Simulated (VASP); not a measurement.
# Ta2C (P-3m1) in VASP: notebook

Ta2C is run at these levels: r2SCAN; tasks: single point.

All numbers are computed with VASP 6.6.1; they aren't measurements. Logs are shortened: lines on timing, memory, paths and dates and some standing lists are left out, and cuts for length are marked.

### 1 The cell of the first run

The structure is trigonal, space group P-3m1 (No. 164). The conventional cell has a = 3.017 Å, b = 3.017 Å, c = 4.794 Å, α = 90.00°, β = 90.00°, γ = 120.00°. Ta (site symmetry 3m) has 3 C at 2.14 Å within 2.8 Å. Within 2.8 Å of C (site symmetry -3m) lie 6 Ta at 2.14 Å.

### 2 Single point, r2SCAN (equal strain along all axes, cell held: -3.0 %, then relaxed in part)

File POSCAR:

```
Ta2C
1.0
    3.0168595223      0.0000000000      0.0000000000
   -1.5084297611      2.6126769859      0.0000000000
    0.0000000000      0.0000000000      4.7940299788
Ta C
2 1
Direct
    0.3333333333      0.6666666667      0.2578186377
    0.6666666667      0.3333333333      0.7421813623
    0.0000000000      0.0000000000      0.0000000000
```

File INCAR.step1:

```
  ALGO = Normal
  EDIFF = 1E-4
  ENCUT = 520
  GGA = PE
  ISMEAR = 0
  LASPH = True
  LCHARG = False
  LREAL = False
  LWAVE = True
  NBANDS = 20
  NELM = 60
  PREC = Accurate
  SIGMA = 0.1
```

File INCAR.step2:

```
  ALGO = Normal
  EDIFF = 1E-6
  ENCUT = 520
  ISIF = 2
  ISMEAR = 0
  ISTART = 1
  LASPH = True
  LCHARG = False
  LMIXTAU = True
  LREAL = False
  LWAVE = False
  METAGGA = R2SCAN
  NBANDS = 20
  NELM = 60
  PREC = Accurate
  SIGMA = 0.1
```

File KPOINTS:

```
k-points
0
Gamma
  18 18 10
```

Potentials or basis: VASP PAW PBE potentials, release 64 (Ta_pv, C).

Command:

```
> cat potpaw_PBE.64/Ta_pv/POTCAR potpaw_PBE.64/C/POTCAR > POTCAR
> cp INCAR.step1 INCAR
> mpirun -np 1 vasp_std > vasp.out
> cp INCAR.step2 INCAR
> mpirun -np 1 vasp_std > vasp.out
```

OUTCAR:

```text
EDIFF = 1E-6
   ENCUT = 520
   ISIF = 2
   ISMEAR = 0
   ISTART = 1
   LASPH = True
   LREAL = False
   METAGGA = R2SCAN
   NELM = 60
   PREC = Accurate

 ion  position               nearest neighbor table
   1  0.333  0.667  0.258-   3 2.14   3 2.14   3 2.14   2 2.90   2 2.90   2 2.90   2 3.02   2 3.02
                             2 3.02
   2  0.667  0.333  0.742-   3 2.14   3 2.14   3 2.14   1 2.90   1 2.90   1 2.90   1 3.02   1 3.02
                             1 3.02
   3  0.000  0.000  0.000-   1 2.14   2 2.14   1 2.14   2 2.14   2 2.14   1 2.14

  LATTYP: Found a hexagonal cell.
 ALAT       =     3.0168595223
 C/A-ratio  =     1.5890796185

  Lattice vectors:

 A1 = (   3.0168595223,   0.0000000000,   0.0000000000)
 A2 = (  -1.5084297611,   2.6126769859,   0.0000000000)
 A3 = (   0.0000000000,   0.0000000000,   4.7940299788)

Analysis of symmetry for initial positions (statically):
=====================================================================
 Subroutine PRICEL returns:
 Original cell was already a primitive cell.

 Routine SETGRP: Setting up the symmetry group for a
 hexagonal supercell.

 Subroutine GETGRP returns: Found 12 space group operations
 (whereof 12 operations were pure point group operations)
 out of a pool of 24 trial point group operations.

The static configuration has the point symmetry D_3d.

Analysis of symmetry for dynamics (positions and initial velocities):
=====================================================================
 Subroutine PRICEL returns:
 Original cell was already a primitive cell.

 Routine SETGRP: Setting up the symmetry group for a
 hexagonal supercell.

 Subroutine GETGRP returns: Found 12 space group operations
 (whereof 12 operations were pure point group operations)
 out of a pool of 24 trial point group operations.

The dynamic configuration has the point symmetry D_3d.

 Subroutine INISYM returns: Found 12 space group operations
 (whereof 12 operations are pure point group operations),
 and found     1 'primitive' translations

----------------------------------------------------------------------------------------

                                     Primitive cell

  volume of cell :      37.7869

  direct lattice vectors                    reciprocal lattice vectors
     3.016859522  0.000000000  0.000000000     0.331470522  0.191374595  0.000000000
    -1.508429761  2.612676986  0.000000000     0.000000000  0.382749190  0.000000000
     0.000000000  0.000000000  4.794029979     0.000000000  0.000000000  0.208592772

  length of vectors
     3.016859522  3.016859522  4.794029979     0.382749190  0.382749190  0.208592772

  position of ions in fractional coordinates (direct lattice)
     0.333333333  0.666666667  0.257818638
     0.666666667  0.333333333  0.742181362
     0.000000000  0.000000000  0.000000000

  ion indices of the primitive-cell ions
   primitive index   ion index
                 1           1
                 2           2
                 3           3

----------------------------------------------------------------------------------------

 KPOINTS: k-points

Automatic generation of k-mesh.
 Grid dimensions read from file:
 generate k-points for:   18   18   10

 Generating k-lattice:

  Cartesian coordinates                     Fractional coordinates (reciprocal lattice)
     0.018415029  0.010631922  0.000000000     0.055555556  0.000000000  0.000000000
     0.000000000  0.021263844  0.000000000     0.000000000  0.055555556  0.000000000
     0.000000000  0.000000000  0.020859277     0.000000000  0.000000000  0.100000000

  Length of vectors
     0.021263844  0.021263844  0.020859277

  Shift w.r.t. Gamma in fractional coordinates (k-lattice)
     0.000000000  0.000000000  0.000000000

 Subroutine IBZKPT returns following result:
 ===========================================

 Found    330 irreducible k-points:

 Following reciprocal coordinates:
            Coordinates               Weight
  0.000000  0.000000  0.000000      1.000000
  0.055556 -0.000000  0.000000      6.000000
  0.111111 -0.000000  0.000000      6.000000
  0.166667 -0.000000  0.000000      6.000000
  0.222222  0.000000  0.000000      6.000000
  0.277778  0.000000  0.000000      6.000000
[... 16 lines left out ...]
  0.333333  0.111111  0.000000     12.000000
  0.388889  0.111111  0.000000     12.000000
 [... further k-points ...]
   k-points           NKPTS =    330   k-points in BZ     NKDIM =    330   number of bands    NBANDS=     20
   number of dos      NEDOS =    301   number of ions     NIONS =      3
   total plane-waves  NPLWV =  20736
   dimension x,y,z NGX =    24 NGY =   24 NGZ =   36
   dimension x,y,z NGXF=    48 NGYF=   48 NGZF=   72
   ions per type =               2   1
   NGX,Y,Z   is equivalent  to a cutoff of  13.23, 13.23, 12.48 a.u.
   NGXF,Y,Z  is equivalent  to a cutoff of  26.45, 26.45, 24.97 a.u.
 SYSTEM =  unknown system
   PREC   = accura    normal or accurate (medium, high low for compatibility)
   ISTART =      1    job   : 0-new  1-cont  2-samecut
   ICHARG =      0    charge: 1-file 2-atom 10-const
   ISPIN  =      1    spin polarized calculation?
   LNONCOLLINEAR =      F non collinear calculations
   LSORBIT =      F    spin-orbit coupling
   LASPH  =      T    aspherical Exc in radial PAW
   ENCUT  =  520.0 eV  38.22 Ry    6.18 a.u.   5.61  5.61  8.91*2*pi/ulx,y,z
   NELM   =     60;   NELMIN=  2; NELMDL=  0     # of ELM steps
   EDIFF  = 0.1E-05   stopping-criterion for ELM
   LREAL  =      F    real-space projection
   EDIFFG = 0.1E-04   stopping-criterion for IOM
   NSW    =      0    number of steps for IOM
   IBRION =     -1    ionic relax: 0-MD 1-quasi-New 2-CG
   NFREE  =      0    steps in history (QN), initial steepest desc. (CG)
   ISIF   =      2    stress and relaxation
   ISYM   =      2    0-nonsym 1-usesym 2-fastsym
   POTIM  = 0.5000    time-step for ionic-motion
   TEBEG  =    0.0;   TEEND  =   0.0 temperature during run
   PSTRESS=    0.0 pullay stress
   NELECT =      26.0000    total number of electrons
   NUPDOWN=      -1.0000    fix difference up-down
   EMIN   =  10.00;   EMAX   =-10.00  energy-range for DOS
   EFERMI =   0.00;   METHOD = LEGACY
   ISMEAR =     0;   SIGMA  =   0.10  broadening in eV -4-tet -1-fermi 0-gaus
   EFERMI_NEDOS =   21; number of points for ismear=-14 and -15
   IALGO  =     38    algorithm
   IMIX   =      4    mixing-type and parameters
     AMIX     =   0.40;   BMIX     =  1.00
     AMIX_MAG =   1.60;   BMIX_MAG =  1.00
  volume/ion in A,a.u.               =      12.60        85.00
  Fermi-wavevector in a.u.,A,eV,Ry     =   1.445280  2.731184 28.420329  2.088835
  Thomas-Fermi vector in A             =   2.563480
   LORBIT       =      0    0 simple, 1 ext, 2 COOP (PROOUT), +10 PAW based schemes
   METAGGA = R2SCAN    functional components
   LHFCALC =     F    Hartree Fock is set to
   AEXX    =    0.0000 exact exchange contribution
   IVDW    =     0    specifies the selected vdW correction
   LEPSILON=     F    determine dielectric tensor
   LRPA    =     F    only Hartree local field effects (RPA)
 non-spin polarized calculation
 Gauss-broadening in eV      SIGMA  =   0.10
  energy-cutoff  :      520.00
  volume of cell :       37.79
 maximum number of plane-waves:      1041
 NGX is ok and might be reduce to    24
   NGX = 11   NGY = 11   NGZ = 17

 number of electron      26.0000001 magnetization

 Free energy of the ion-electron system (eV)
  ---------------------------------------------------
  ext. energy  EPLUGINS =         0.00000000
  ---------------------------------------------------
  free energy    TOTEN  =      -108.83006209 eV

  energy without entropy =     -108.82751527  energy(sigma->0) =     -108.82878868

 E-fermi :   7.3637     XC(G=0): -14.4055

 val. band max:        7.3452575946   @ k =   0.3889   0.1111   0.5000
 cond. band min:       7.3802311188   @ k =   0.0000   0.0000   0.0000
 fundamental gap:      0.0349735241
 Fermi energy:         7.3636819000

 k-point     1 :       0.0000    0.0000    0.0000
  band No.  band energies     occupation
      1     -28.8026      2.00000
      2     -27.8042      2.00000
      3     -27.8042      2.00000
      4     -27.6473      2.00000
      5     -27.6473      2.00000
      6     -27.5523      2.00000
[... 12 lines left out ...]
     19      10.2711      0.00000
     20      15.7912      0.00000

 k-point     2 :       0.0556   -0.0000    0.0000
  band No.  band energies     occupation
      1     -28.7904      2.00000
      2     -27.8317      2.00000
      3     -27.8137      2.00000
      4     -27.6739      2.00000
      5     -27.6494      2.00000
      6     -27.5559      2.00000
[... 12 lines left out ...]
     19      10.7423      0.00000
     20      15.9451      0.00000

 k-point     3 :       0.1111   -0.0000    0.0000
  band No.  band energies     occupation
      1     -28.7547      2.00000
      2     -27.9097      2.00000
      3     -27.8400      2.00000
      4     -27.7496      2.00000
      5     -27.6564      2.00000
      6     -27.5676      2.00000
[... 12 lines left out ...]
     19      11.7189      0.00000
     20      16.0794      0.00000

 k-point     4 :       0.1667   -0.0000    0.0000
  band No.  band energies     occupation
      1     -28.6976      2.00000
      2     -28.0277      2.00000
      3     -27.8784      2.00000
      4     -27.8621      2.00000
      5     -27.6689      2.00000
      6     -27.5893      2.00000
[... 12 lines left out ...]
     19      12.8130      0.00000
     20      15.8588      0.00000

 k-point     5 :       0.2222    0.0000    0.0000
  band No.  band energies     occupation
      1     -28.6228      2.00000
      2     -28.1707      2.00000
      3     -27.9949      2.00000
      4     -27.9233      2.00000
      5     -27.6860      2.00000
      6     -27.6218      2.00000
[... 12 lines left out ...]
     19      13.8799      0.00000
     20      15.5435      0.00000

 k-point     6 :       0.2778    0.0000    0.0000
  band No.  band energies     occupation
      1     -28.5359      2.00000
      2     -28.3206      2.00000
      3     -28.1306      2.00000
      4     -27.9691      2.00000
      5     -27.7058      2.00000
      6     -27.6649      2.00000
[... 12 lines left out ...]
     19      14.6968      0.00000
     20      15.4329      0.00000

 k-point     7 :       0.3333    0.0000    0.0000
  band No.  band energies     occupation
      1     -28.4722      2.00000
      2     -28.4311      2.00000
      3     -28.2528      2.00000
      4     -28.0107      2.00000
      5     -27.7254      2.00000
      6     -27.7171      2.00000
[... 12 lines left out ...]
     19      14.7727      0.00000
     20      15.3024      0.00000
[... 277 lines left out ...]
 k-point    20 :       0.1667    0.1111    0.0000
  band No.  band energies     occupation
      1     -28.5918      2.00000
      2     -28.1751      2.00000
      3     -28.1130      2.00000
      4     -27.8880      2.00000
      5     -27.7313      2.00000
      6     -27.6356      2.00000
[... 12 lines left out ...]
     19      13.9521      0.00000
     20      15.6005      0.00000

 k-point    21 :       0.2222    0.1111    0.0000
  band No.  band energies     occupation
      1     -28.5070      2.00000
      2     -28.3156      2.00000
      3     -28.2052      2.00000
      4     -27.9564      2.00000
      5     -27.7601      2.00000
      6     -27.6793      2.00000
[... 12 lines left out ...]
     19      14.5513      0.00000
     20      15.4096      0.00000

 k-point    22 :       0.2778    0.1111    0.0000
  band No.  band energies     occupation
      1     -28.4544      2.00000
      2     -28.4089      2.00000
      3     -28.2856      2.00000
      4     -28.0228      2.00000
      5     -27.7859      2.00000
      6     -27.7320      2.00000
[... 12 lines left out ...]
     19      14.7157      0.00000
     20      15.0321      0.00000

 k-point    23 :       0.3333    0.1111    0.0000
  band No.  band energies     occupation
      1     -28.5553      2.00000
      2     -28.3601      2.00000
      3     -28.3142      2.00000
      4     -28.0769      2.00000
      5     -27.8070      2.00000
      6     -27.7897      2.00000
[... 12 lines left out ...]
     19      14.4256      0.00000
     20      14.7034      0.00000

 k-point    24 :       0.3889    0.1111    0.0000
  band No.  band energies     occupation
      1     -28.6228      2.00000
      2     -28.3977      2.00000
      3     -28.2458      2.00000
      4     -28.1123      2.00000
      5     -27.8419      2.00000
      6     -27.8204      2.00000
[... 12 lines left out ...]
     19      13.9801      0.00000
     20      14.4023      0.00000

 [... further k-points ...]

------------------------ aborting loop because EDIFF is reached ----------------------------------------

  FORCE on cell =-STRESS in cart. coord.  units (eV):
  Direction    XX          YY          ZZ          XY          YZ          ZX
  --------------------------------------------------------------------------------------
  -------------------------------------------------------------------------------------
  Total        7.3130123      7.3130123      7.5705744      0.0000000     -0.0000000      0.0000000
  in kB      310.0739853    310.0739853    320.9946978      0.0000000     -0.0000000      0.0000000
  external PRESSURE =     313.7142228 kB  Pullay stress =       0.0000000 kB

 VOLUME and BASIS-vectors are now :
 -----------------------------------------------------------------------------
  energy-cutoff  :      520.00
  volume of cell :       37.79
      direct lattice vectors                 reciprocal lattice vectors
     3.016859522  0.000000000  0.000000000     0.331470522  0.191374595  0.000000000
    -1.508429761  2.612676986  0.000000000     0.000000000  0.382749190  0.000000000
     0.000000000  0.000000000  4.794029979     0.000000000  0.000000000  0.208592772

 POSITION                                       TOTAL-FORCE (eV/Angst)
 -----------------------------------------------------------------------------------
     -0.00000      1.74178      1.23599         0.000000      0.000000      0.063887
      1.50843      0.87089      3.55804        -0.000000     -0.000000     -0.063887
      0.00000      0.00000      0.00000         0.000000      0.000000      0.000000
 -----------------------------------------------------------------------------------
    total drift:                                0.000000     -0.000000     -0.000000

  FREE ENERGIE OF THE ION-ELECTRON SYSTEM (eV)
  ---------------------------------------------------
  free  energy   TOTEN  =      -108.8300620887 eV

  energy  without entropy=     -108.8275152745  energy(sigma->0) =     -108.82878868
```

Run time: 4.1 min. Hardware: 1 thread of Intel Xeon 6975P-C (Granite Rapids), shared host; peak memory 0.34 GiB.

What came out:

```
Free energy            : -108.8301 eV
Pressure               : 31.4 GPa
Largest force          : 0.064 eV/Å
Band gap on the k mesh : zero (band 13 reaches 7.89 eV, above the bottom of band 14 at 6.97 eV)
```

Forces in eV/Å, atoms in the order of the input:
```
Ta   0.000  0.000  0.064
Ta   0.000  0.000 -0.064
C    0.000  0.000  0.000
```

Caveat: the cell differs from its parent crystal (equal strain along all axes, cell held: -3.0 %, then relaxed in part); the PAW data sets were made with another functional, which shifts forces and pressure a little; spin-orbit coupling is left out, which moves the levels of the heavy elements.

(Continued in part 2 of 3.)
